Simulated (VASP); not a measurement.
Crystal: MoS2.

```
Mo S
1.0
     1.58550    0.91539    6.11500
    -1.58550    0.91539    6.11500
     0.00000   -1.83078    6.11500
Mo S
1 2
Direct
  0.00000 0.00000 0.00000
  0.25000 0.25000 0.25000
  0.75000 0.75000 0.75000
```

* Program: VASP 6.6.1
* Task: relaxation of cell and atoms
* Functional: PBEsol
* Dispersion: D4
* Potentials or basis: VASP PAW PBE potentials, release 64 (Mo_sv, S)
* Cutoff: 600 eV
* k mesh: 10 × 10 × 10
* Occupations: fermi-dirac, width 0.05 eV
* Spin: no spin polarisation

At the start: pressure 0.7 GPa; volume 17.75 Å³/atom.

Problem. Where does the relaxation end?

Solution. Over 12 steps the energy falls by 29.7 meV/atom and the volume is 16.33 Å³/atom (-8.0 %); space group R-3m (No. 166, to 0.1 Å) before and after.

The path:
```tsv
step	energy change (eV)	largest force (eV/Å)	pressure (GPa)	volume (Å³)
1	0.0000	0.7653	0.73	53.25
2	-0.0240	0.2477	-5.05	53.86
3	-0.0305	0.0558	-3.30	53.67
4	-0.0593	0.1491	-0.59	51.72
5	-0.0601	0.1643	0.00	51.33
6	-0.0652	0.1275	-0.15	51.07
7	-0.0777	0.0163	-0.48	50.28
8	-0.0854	0.2209	-0.70	48.70
9	-0.0862	0.1357	-0.66	49.19
10	-0.0856	0.1827	2.04	48.39
11	-0.0882	0.0128	0.57	48.82
12	-0.0892	0.0079	0.01	48.98
```

Final structure:
```
Mo S
1.0
     1.54919    0.89442    5.89119
    -1.54919    0.89442    5.89119
     0.00000   -1.78885    5.89119
Mo S
1 2
Cartesian
  0.0000 0.0000 17.6736
  0.0000 0.0000 4.2865
  0.0000 0.0000 13.3871
```

Caveat: the PAW data sets were made with another functional, which shifts forces and pressure a little.
